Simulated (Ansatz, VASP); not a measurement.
**Sn: VASP beside Ansatz**

```xyz
4
Lattice="3.2539 0.0000 0.0000 -1.6270 2.8180 0.0000 0.0000 0.0000 10.7585" Properties=species:S:1:pos:R:3 pbc="T T T"
Sn    3.2539    0.0000    0.0000
Sn    3.2539    0.0000    5.3793
Sn    0.0000    1.8787    2.6896
Sn    1.6270    0.9393    8.0689
```

Alike in both runs: task single point; functional LDA; k mesh 12 × 12 × 4; occupations fermi-dirac, width 0.1 eV; no spin polarisation.

|  | VASP | Ansatz |
| --- | --- | --- |
| version | VASP 6.6.1 | Ansatz 0.2.0 |
| potentials or method | VASP PAW LDA potentials, release 64 (Sn_d), cutoff 520 eV | plane waves (420 eV) with PAW, scalar-relativistic |
| valence electrons in the cell | 56 | 56 |

```tsv
	VASP	Ansatz	Ansatz less VASP
pressure (GPa)	2.8	2.8	-0.02
traceless stress, the component that is largest in VASP (GPa)	-0.25	-0.24	+0.006
```

Ansatz warns that its potentials were made for another functional, while VASP's fit it. LDA's correlation is that of Perdew and Zunger in VASP and of Perdew and Wang (1992) in Ansatz.
